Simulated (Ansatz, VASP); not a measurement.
## Ag: VASP beside Ansatz

Contents of INCAR:

```
SYSTEM = Ag
ALGO     = Fast           ! electronic algorithm
EDIFF    = 1E-6           ! SCF threshold, eV
ENCUT    = 520            ! plane-wave cutoff, eV
GGA      = PS             ! functional
ISIF     = 2              ! what is computed and relaxed
ISMEAR   = 0              ! smearing method
LASPH    = .TRUE.         ! aspherical terms in the spheres
LCHARG   = .FALSE.        ! write CHGCAR
LREAL    = .FALSE.        ! projectors in reciprocal space
LWAVE    = .FALSE.        ! write WAVECAR
NBANDS   = 12             ! bands
NELM     = 80             ! most SCF steps
PREC     = Accurate       ! precision mode
SIGMA    = 0.15           ! smearing width, eV
```

File KPOINTS:

```
k-points
0
G
  22 22 22
  0 0 0
```

The input POSCAR:

```
Ag
1.0
    0.0000000000      2.2195150262      1.7312217205
    2.2195150262      0.0000000000      1.7312217205
    2.2195150262      2.2195150262      0.0000000000
Ag
1
Direct
    0.0000000000      0.0000000000      0.0000000000
```

Input for Ansatz:

```yaml
crystal:
  lattice:
    - [0.0, 2.2195150262, 1.7312217205]
    - [2.2195150262, 0.0, 1.7312217205]
    - [2.2195150262, 2.2195150262, 0.0]
  atoms:
    - { symbol: Ag, position: [0.0, 0.0, 0.0] }
basis:
  ecutwfc: 420
kpoints:
  mp_grid: { grid: [22, 22, 22] }
hamiltonian:
  xc: pbesol
scf:
  occupations: { method: gaussian, width: 0.15 }
output:
  forces: true
  stress: true
  eigenvalues: true
```

Alike in both runs: task single point; functional PBEsol; k mesh 22 × 22 × 22; occupations gaussian, width 0.15 eV; no spin polarisation.

```csv
,VASP,Ansatz
version,VASP 6.6.1,Ansatz 0.2.0
potentials or method,"VASP PAW PBE potentials, release 64 (Ag), cutoff 520 eV","scalar-relativistic, plane waves, PAW"
valence electrons in the cell,11,19
```

VASP gave:

- gap on the k mesh at the Fermi level (eV): none
- pressure (GPa): -2.0
- traceless stress, the component that is largest in VASP (GPa): 1.09

Question: Which values does Ansatz return?

Answer: gap on the k mesh at the Fermi level (eV): none; pressure (GPa): -1.9; traceless stress, the component that is largest in VASP (GPa): 1.10.

VASP's potentials were made for PBE, not for PBEsol. A gap of «none» marks a metal or a gap that the smearing closes. The functional is the same, so the differences come from potentials, cutoffs and numerics. VASP's potentials hold 11 valence electrons a cell and Ansatz's 19, so a difference there can come from the potentials and not from the codes.
